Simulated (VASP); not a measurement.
**Li: single point with PBE+D3(BJ)**

Li:

```
CELL_PARAMETERS angstrom
0.00000 -2.08861 -2.08861
0.00000 2.08861 -2.08861
4.17722 0.00000 0.00000
ATOMIC_POSITIONS crystal
Li 0.62209 0.50000 0.50000
Li 0.87791 0.00000 0.00000
```

This cell differs from its parent crystal: mode 4 frozen in at -0.255 Å and mode 5 at -0.255 Å (largest displacements).

```
Program             : VASP 6.6.1
Task                : single point
Functional          : PBE
Dispersion          : D3(BJ)
Potentials or basis : VASP PAW PBE potentials, release 64 (Li_sv)
Cutoff              : 520 eV
k mesh              : 16 × 16 × 12
Occupations         : gaussian, width 0.15 eV
Spin                : no spin polarisation
```

* Largest force: 0.384 eV/Å
* Band gap on the k mesh: zero (band 3 reaches 3.91 eV, above the bottom of band 4 at -1.18 eV)
* Dispersion energy per atom: -0.189 eV

Forces on the atoms (eV/Å):
```
Li   0.000  0.271  0.271
Li   0.000 -0.271 -0.271
```

Levels at points of the mesh, in eV from the Fermi level:
```tsv
k point	band 1	band 2	band 3	band 4	band 5	band 6	band 7	band 8
(0.00, 0.00, 0.00)	-46.54	-46.48	-3.70	1.46	5.14	8.89	10.16	10.20
(0.50, 0.00, 0.00)	-46.53	-46.48	-1.18	0.32	4.51	7.23	7.35	9.63
(0.00, 0.50, 0.00)	-46.50	-46.50	-0.61	-0.61	5.68	5.68	8.81	8.81
(0.50, 0.50, 0.00)	-46.49	-46.49	1.88	1.88	4.23	4.23	8.55	8.55
(0.00, 0.00, 0.50)	-46.51	-46.51	-2.14	-2.14	10.76	10.76	10.93	10.93
(0.50, 0.00, 0.50)	-46.50	-46.50	0.19	0.19	2.73	2.73	13.28	13.28
(0.00, 0.50, 0.50)	-46.50	-46.50	-0.19	-0.19	3.33	3.33	13.55	13.55
(0.50, 0.50, 0.50)	-46.49	-46.49	2.95	2.95	3.89	3.89	5.47	5.47
```

Run time: 4.6 min on 1 thread of Oxide Virtual Turin-like Processor, on a shared host, peak memory 0.24 GiB.

Caveat: the cell differs from its parent crystal (mode 4 frozen in at -0.255 Å and mode 5 at -0.255 Å (largest displacements)).
